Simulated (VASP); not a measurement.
# AlAs (lda) (F-43m) in VASP: notebook

Runs on AlAs (lda). Level: LDA. Tasks: single point.

All numbers are computed with VASP 6.6.1; they aren't measurements. Logs are shortened: lines on timing, memory, paths and dates and some standing lists are left out, and cuts for length are marked.

### 1 The cell of the first run

Symmetry: F-43m, No. 216, cubic system. The conventional cell has a = 5.629 Å, b = 5.629 Å, c = 5.629 Å, α = 90.00°, β = 90.00°, γ = 90.00°. Within 3.2 Å of Al (site symmetry -43m) lie 4 As at 2.44 Å. As (site symmetry -43m) has 4 Al at 2.44 Å within 3.2 Å.

### 2 Single point, LDA

INCAR reads:

```
SYSTEM = AlAs
PREC = Accurate
ENCUT = 500
EDIFF = 1E-6
ISMEAR = 0
SIGMA = 0.02
LREAL = .False.
LASPH = .True.
NELM = 120
ALGO = Normal
ISIF = 2
LWAVE = .False.
LCHARG = .False.
GGA = CA
NBANDS = 11
GGA_COMPAT = .False.
```

KPOINTS reads:

```
Automatic mesh
0
Gamma
  8 8 8
  0 0 0
```

POSCAR reads:

```
AlAs
1.0
    0.0000000000      2.8145443455      2.8145443455
    2.8145443455      0.0000000000      2.8145443455
    2.8145443455      2.8145443455      0.0000000000
Al As
1 1
Direct
    0.0000000000      0.0000000000      0.0000000000
    0.2500000000      0.2500000000      0.2500000000
```

Potentials or basis: VASP PAW LDA potentials, release 64 (Al, As).

On the command line:

```console
> cat potpaw_LDA.64/Al/POTCAR potpaw_LDA.64/As/POTCAR > POTCAR
> mpirun -np 1 vasp_std > vasp.out
```

OUTCAR:

```text
SYSTEM = AlAs
   PREC = Accurate
   ENCUT = 500
   EDIFF = 1E-6
   ISMEAR = 0
   LREAL = .False.
   LASPH = .True.
   NELM = 120
   ISIF = 2
   GGA = CA

 ion  position               nearest neighbor table
   1  0.000  0.000  0.000-   2 2.44   2 2.44   2 2.44   2 2.44
   2  0.250  0.250  0.250-   1 2.44   1 2.44   1 2.44   1 2.44

  LATTYP: Found a face centered cubic cell.
 ALAT       =     5.6290886910

  Lattice vectors:

 A1 = (   0.0000000000,   2.8145443455,   2.8145443455)
 A2 = (   2.8145443455,   0.0000000000,   2.8145443455)
 A3 = (   2.8145443455,   2.8145443455,   0.0000000000)

Analysis of symmetry for initial positions (statically):
=====================================================================
 Subroutine PRICEL returns:
 Original cell was already a primitive cell.

 Routine SETGRP: Setting up the symmetry group for a
 face centered cubic supercell.

 Subroutine GETGRP returns: Found 24 space group operations
 (whereof 24 operations were pure point group operations)
 out of a pool of 48 trial point group operations.

The static configuration has the point symmetry T_d .

Analysis of symmetry for dynamics (positions and initial velocities):
=====================================================================
 Subroutine PRICEL returns:
 Original cell was already a primitive cell.

 Routine SETGRP: Setting up the symmetry group for a
 face centered cubic supercell.

 Subroutine GETGRP returns: Found 24 space group operations
 (whereof 24 operations were pure point group operations)
 out of a pool of 48 trial point group operations.

The dynamic configuration has the point symmetry T_d .

 Subroutine INISYM returns: Found 24 space group operations
 (whereof 24 operations are pure point group operations),
 and found     1 'primitive' translations

----------------------------------------------------------------------------------------

                                     Primitive cell

  volume of cell :      44.5917

  direct lattice vectors                    reciprocal lattice vectors
     0.000000000  2.814544345  2.814544345    -0.177648649  0.177648649  0.177648649
     2.814544345  0.000000000  2.814544345     0.177648649 -0.177648649  0.177648649
     2.814544345  2.814544345  0.000000000     0.177648649  0.177648649 -0.177648649

  length of vectors
     3.980366785  3.980366785  3.980366785     0.307696486  0.307696486  0.307696486

  position of ions in fractional coordinates (direct lattice)
     0.000000000  0.000000000  0.000000000
     0.250000000  0.250000000  0.250000000

  ion indices of the primitive-cell ions
   primitive index   ion index
                 1           1
                 2           2

----------------------------------------------------------------------------------------

 KPOINTS: Automatic mesh

Automatic generation of k-mesh.
 Grid dimensions read from file:
 generate k-points for:    8    8    8

 Generating k-lattice:

  Cartesian coordinates                     Fractional coordinates (reciprocal lattice)
    -0.022206081  0.022206081  0.022206081     0.125000000  0.000000000  0.000000000
     0.022206081 -0.022206081  0.022206081     0.000000000  0.125000000  0.000000000
     0.022206081  0.022206081 -0.022206081     0.000000000  0.000000000  0.125000000

  Length of vectors
     0.038462061  0.038462061  0.038462061

  Shift w.r.t. Gamma in fractional coordinates (k-lattice)
     0.000000000  0.000000000  0.000000000

 Subroutine IBZKPT returns following result:
 ===========================================

 Found     29 irreducible k-points:

 Following reciprocal coordinates:
            Coordinates               Weight
  0.000000  0.000000  0.000000      1.000000
  0.125000  0.000000  0.000000      8.000000
  0.250000  0.000000  0.000000      8.000000
  0.375000  0.000000  0.000000      8.000000
  0.500000  0.000000  0.000000      4.000000
  0.125000  0.125000  0.000000      6.000000
[... 16 lines left out ...]
  0.500000  0.250000  0.125000     48.000000
 -0.375000  0.250000  0.125000     24.000000
 [... further k-points ...]
   k-points           NKPTS =     29   k-points in BZ     NKDIM =     29   number of bands    NBANDS=     11
   number of dos      NEDOS =    301   number of ions     NIONS =      2
   total plane-waves  NPLWV =  27000
   dimension x,y,z NGX =    30 NGY =   30 NGZ =   30
   dimension x,y,z NGXF=    60 NGYF=   60 NGZF=   60
   ions per type =               1   1
   NGX,Y,Z   is equivalent  to a cutoff of  12.53, 12.53, 12.53 a.u.
   NGXF,Y,Z  is equivalent  to a cutoff of  25.06, 25.06, 25.06 a.u.
 SYSTEM =  AlAs
   PREC   = accura    normal or accurate (medium, high low for compatibility)
   ISTART =      0    job   : 0-new  1-cont  2-samecut
   ICHARG =      2    charge: 1-file 2-atom 10-const
   ISPIN  =      1    spin polarized calculation?
   LNONCOLLINEAR =      F non collinear calculations
   LSORBIT =      F    spin-orbit coupling
   LASPH  =      T    aspherical Exc in radial PAW
   ENCUT  =  500.0 eV  36.75 Ry    6.06 a.u.   7.26  7.26  7.26*2*pi/ulx,y,z
   NELM   =    120;   NELMIN=  2; NELMDL= -5     # of ELM steps
   EDIFF  = 0.1E-05   stopping-criterion for ELM
   LREAL  =      F    real-space projection
   EDIFFG = 0.1E-04   stopping-criterion for IOM
   NSW    =      0    number of steps for IOM
   IBRION =     -1    ionic relax: 0-MD 1-quasi-New 2-CG
   NFREE  =      0    steps in history (QN), initial steepest desc. (CG)
   ISIF   =      2    stress and relaxation
   ISYM   =      2    0-nonsym 1-usesym 2-fastsym
   POTIM  = 0.5000    time-step for ionic-motion
   TEBEG  =    0.0;   TEEND  =   0.0 temperature during run
   PSTRESS=    0.0 pullay stress
   NELECT =       8.0000    total number of electrons
   NUPDOWN=      -1.0000    fix difference up-down
   EMIN   =  10.00;   EMAX   =-10.00  energy-range for DOS
   EFERMI =   0.00;   METHOD = LEGACY
   ISMEAR =     0;   SIGMA  =   0.02  broadening in eV -4-tet -1-fermi 0-gaus
   EFERMI_NEDOS =   21; number of points for ismear=-14 and -15
   IALGO  =     38    algorithm
   IMIX   =      4    mixing-type and parameters
     AMIX     =   0.40;   BMIX     =  1.00
     AMIX_MAG =   1.60;   BMIX_MAG =  1.00
  volume/ion in A,a.u.               =      22.30       150.46
  Fermi-wavevector in a.u.,A,eV,Ry     =   0.923322  1.744826 11.599298  0.852524
  Thomas-Fermi vector in A             =   2.048946
   LORBIT       =      0    0 simple, 1 ext, 2 COOP (PROOUT), +10 PAW based schemes
   GGA     = CA    functional components
   LHFCALC =     F    Hartree Fock is set to
   AEXX    =    0.0000 exact exchange contribution
   IVDW    =     0    specifies the selected vdW correction
   LEPSILON=     F    determine dielectric tensor
   LRPA    =     F    only Hartree local field effects (RPA)
 non-spin polarized calculation
 Gauss-broadening in eV      SIGMA  =   0.02
  energy-cutoff  :      500.00
  volume of cell :       44.59
 maximum number of plane-waves:      1158
 NGX is ok and might be reduce to    30
   NGX = 15   NGY = 15   NGZ = 15

 number of electron       8.0000001 magnetization

 Free energy of the ion-electron system (eV)
  ---------------------------------------------------
  ext. energy  EPLUGINS =         0.00000000
  ---------------------------------------------------
  free energy    TOTEN  =       -10.51394279 eV

  energy without entropy =      -10.51394279  energy(sigma->0) =      -10.51394279

 E-fermi :   4.0162     XC(G=0):  -9.3428

 val. band max:        3.9282832882   @ k =   0.0000   0.0000   0.0000
 cond. band min:       5.2381953637   @ k =   0.5000   0.5000   0.0000
 fundamental gap:      1.3099120755
 Fermi energy:         4.0161594885

 k-point     1 :       0.0000    0.0000    0.0000
  band No.  band energies     occupation
      1      -8.0608      2.00000
      2       3.9283      2.00000
      3       3.9283      2.00000
      4       3.9283      2.00000
      5       5.9453      0.00000
      6       8.2027      0.00000
      7       8.2027      0.00000
      8       8.2027      0.00000
      9      12.6495      0.00000
     10      12.9951      0.00000
     11      12.9951      0.00000

 k-point     2 :       0.1250    0.0000    0.0000
  band No.  band energies     occupation
      1      -7.9049      2.00000
      2       2.4715      2.00000
      3       3.7642      2.00000
      4       3.7642      2.00000
      5       6.6981      0.00000
      6       8.4882      0.00000
      7       8.4882      0.00000
      8       8.6044      0.00000
      9      12.3537      0.00000
     10      12.3537      0.00000
     11      13.3853      0.00000

 k-point     3 :       0.2500    0.0000    0.0000
  band No.  band energies     occupation
      1      -7.4716      2.00000
      2       0.4819      2.00000
      3       3.4415      2.00000
      4       3.4415      2.00000
      5       6.4996      0.00000
      6       8.8264      0.00000
      7       8.8264      0.00000
      8      10.3582      0.00000
      9      12.2395      0.00000
     10      12.2395      0.00000
     11      13.1945      0.00000

 k-point     4 :       0.3750    0.0000    0.0000
  band No.  band energies     occupation
      1      -6.9088      2.00000
      2      -1.0940      2.00000
      3       3.1848      2.00000
      4       3.1848      2.00000
      5       6.1463      0.00000
      6       8.6986      0.00000
      7       8.6986      0.00000
      8      11.5438      0.00000
      9      13.5538      0.00000
     10      13.5538      0.00000
     11      13.5978      0.00000

 k-point     5 :       0.5000    0.0000    0.0000
  band No.  band energies     occupation
      1      -6.6064      2.00000
      2      -1.7434      2.00000
      3       3.0917      2.00000
      4       3.0917      2.00000
      5       6.0144      0.00000
      6       8.5767      0.00000
      7       8.5767      0.00000
      8      11.5456      0.00000
      9      15.0514      0.00000
     10      15.4967      0.00000
     11      15.4967      0.00000
[... 211 lines left out ...]
 k-point    21 :       0.5000    0.5000    0.0000
  band No.  band energies     occupation
      1      -6.0442      2.00000
      2      -1.5791      2.00000
      3       1.7130      2.00000
      4       1.7130      2.00000
      5       5.2382      0.00000
      6       6.1275      0.00000
      7      14.2604      0.00000
      8      14.2604      0.00000
      9      15.6835      0.00000
     10      16.5686      0.00000
     11      16.5686      0.00000

 k-point    22 :       0.3750    0.2500    0.1250
  band No.  band energies     occupation
      1      -7.1088      2.00000
      2       0.1091      2.00000
      3       1.9245      2.00000
      4       2.9320      2.00000
      5       7.4666      0.00000
      6       8.1910      0.00000
      7       9.1725      0.00000
      8      10.4569      0.00000
      9      12.1117      0.00000
     10      14.3713      0.00000
     11      15.9460      0.00000

 k-point    23 :       0.5000    0.2500    0.1250
  band No.  band energies     occupation
      1      -6.6016      2.00000
      2      -0.9241      2.00000
      3       1.3263      2.00000
      4       2.5393      2.00000
      5       7.5592      0.00000
      6       8.3436      0.00000
      7       9.6827      0.00000
      8      10.7884      0.00000
      9      13.2783      0.00000
     10      14.4642      0.00000
     11      16.0797      0.00000

 k-point    24 :      -0.3750    0.2500    0.1250
  band No.  band energies     occupation
      1      -6.3381      2.00000
      2      -1.4167      2.00000
      3       1.1736      2.00000
      4       2.3511      2.00000
      5       7.5550      0.00000
      6       8.1072      0.00000
      7      10.6120      0.00000
      8      11.5550      0.00000
      9      12.2642      0.00000
     10      14.9206      0.00000
     11      16.1985      0.00000

 [... further k-points ...]
[... 5 lines left out ...]
  --------------------------------------------------------------------------------------
  -------------------------------------------------------------------------------------
  Total        0.0980641      0.0980641      0.0980641     -0.0000000     -0.0000000      0.0000000
  in kB        3.5234362      3.5234362      3.5234362     -0.0000000     -0.0000000      0.0000000
  external PRESSURE =       3.5234362 kB  Pullay stress =       0.0000000 kB

 VOLUME and BASIS-vectors are now :
 -----------------------------------------------------------------------------
  energy-cutoff  :      500.00
  volume of cell :       44.59
      direct lattice vectors                 reciprocal lattice vectors
     0.000000000  2.814544345  2.814544345    -0.177648649  0.177648649  0.177648649
     2.814544345  0.000000000  2.814544345     0.177648649 -0.177648649  0.177648649
     2.814544345  2.814544345  0.000000000     0.177648649  0.177648649 -0.177648649

 POSITION                                       TOTAL-FORCE (eV/Angst)
 -----------------------------------------------------------------------------------
      0.00000      0.00000      0.00000        -0.000000      0.000000     -0.000000
      1.40727      1.40727      1.40727         0.000000     -0.000000      0.000000
 -----------------------------------------------------------------------------------
    total drift:                                0.000000      0.000000      0.000000

  FREE ENERGIE OF THE ION-ELECTRON SYSTEM (eV)
  ---------------------------------------------------
  free  energy   TOTEN  =       -10.5139427938 eV

  energy  without entropy=      -10.5139427938  energy(sigma->0) =      -10.51394279
```

Run time: 18 s. Hardware: 1 thread of AMD EPYC 7R13, shared host; peak memory 0.12 GiB.

Results:

```yaml
Free_energy: -10.5139 eV
Pressure: 0.4 GPa
Band_gap_on_the_k_mesh: 1.31 eV, indirect (least direct gap 2.02 eV)
```

A k mesh can miss the band edges. Expect the measured gap to be larger: semilocal functionals such as LDA lack the derivative discontinuity.

[end of part 1 of 2]
